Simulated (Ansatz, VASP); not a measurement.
MgZn3O4: VASP beside Ansatz

File INCAR:

```
ALGO = Normal ; EDIFF = 1E-7
ENCUT = 520 ; GGA = PS
ISIF = 2 ; ISMEAR = 0
LASPH = True ; LCHARG = False
LREAL = Auto ; LWAVE = False
NBANDS = 76 ; NELM = 60
PREC = Accurate ; SIGMA = 0.02
```

File KPOINTS:

```
k-points
0
Gamma
  4 4 4
```

POSCAR

```
MgZn3O4
1.0
    0.0000000000      0.0000000000     -5.1960053253
    3.2393381412      5.6106982435      0.0000000000
    3.2386556006     -5.6103041785      0.0000000000
Mg Zn O
2 6 8
Direct
    0.4988103654      0.1652917461      0.3305834922
   -0.0011896346      0.3347082539      0.6694165078
    0.5010779764      0.1675837321      0.8330332498
    0.5030152157      0.6656379011      0.3312758022
    0.5010779764      0.6654495177      0.8330332498
    0.0010779764      0.3324162679      0.1669667502
    0.0030152157      0.8343620989      0.6687241978
    0.0010779764      0.8345504823      0.1669667502
    0.6186272819      0.3318556364      0.6637112729
    0.6201908373      0.3325842218      0.1658596097
    0.6209695095      0.8330922626      0.6661845252
    0.6201908373      0.8332753880      0.1658596097
    0.1186272819      0.1681443636      0.3362887271
    0.1201908373      0.1674157782      0.8341403903
    0.1209695095      0.6669077374      0.3338154748
    0.1201908373      0.6667246120      0.8341403903
```

Input for Ansatz:

```yaml
crystal:
  lattice:
    - [0.0, 0.0, -5.1960053253]
    - [3.2393381412, 5.6106982435, 0.0]
    - [3.2386556006, -5.6103041785, 0.0]
  atoms:
    - { symbol: Mg, position: [0.4988103654, 0.1652917461, 0.3305834922] }
    - { symbol: Zn, position: [0.5010779764, 0.1675837321, 0.8330332498] }
    - { symbol: Zn, position: [0.5030152157, 0.6656379011, 0.3312758022] }
    - { symbol: Zn, position: [0.5010779764, 0.6654495177, 0.8330332498] }
    - { symbol: Mg, position: [-0.0011896346, 0.3347082539, 0.6694165078] }
    - { symbol: Zn, position: [0.0010779764, 0.3324162679, 0.1669667502] }
    - { symbol: Zn, position: [0.0030152157, 0.8343620989, 0.6687241978] }
    - { symbol: Zn, position: [0.0010779764, 0.8345504823, 0.1669667502] }
    - { symbol: O, position: [0.6186272819, 0.3318556364, 0.6637112729] }
    - { symbol: O, position: [0.6201908373, 0.3325842218, 0.1658596097] }
    - { symbol: O, position: [0.6209695095, 0.8330922626, 0.6661845252] }
    - { symbol: O, position: [0.6201908373, 0.833275388, 0.1658596097] }
    - { symbol: O, position: [0.1186272819, 0.1681443636, 0.3362887271] }
    - { symbol: O, position: [0.1201908373, 0.1674157782, 0.8341403903] }
    - { symbol: O, position: [0.1209695095, 0.6669077374, 0.3338154748] }
    - { symbol: O, position: [0.1201908373, 0.666724612, 0.8341403903] }
basis:
  ecutwfc: 420
kpoints:
  mp_grid: { grid: [4, 4, 4] }
  band_path: { path: [[0.0, 0.0, 0.0], [0.05, 0.0, 0.0]], npoints: 1 }
hamiltonian:
  xc: pbesol
scf:
  occupations: { method: gaussian, width: 0.02 }
  n_extra_bands: 11
output:
  forces: true
  stress: true
  eigenvalues: true
```

Alike in both runs: task single point; functional PBEsol; k mesh 4 × 4 × 4; occupations gaussian, width 0.02 eV; no spin polarisation.

|  | VASP | Ansatz |
| --- | --- | --- |
| version | VASP 6.6.1 | Ansatz 0.2.0 |
| potentials or method | VASP PAW PBE potentials, release 64 (Mg, Zn, O), cutoff 520 eV | scalar-relativistic, plane waves, PAW |
| valence electrons in the cell | 124 | 140 |

```tsv
	VASP	Ansatz	Ansatz less VASP
gap on the k mesh at the Fermi level (eV)	1.26	1.27	+0.011
least direct gap on the mesh (eV)	1.26	1.27	+0.011
pressure (GPa)	0.7	0.0	-0.66
rms of the force components (eV/Å)	0.026	0.001	-0.0248
```

VASP's potentials were made for PBE, not for PBEsol. With one functional, cell and mesh, what is left measures potentials, basis and numerics. VASP's potentials hold 124 valence electrons a cell and Ansatz's 140, so a difference there can come from the potentials and not from the codes.
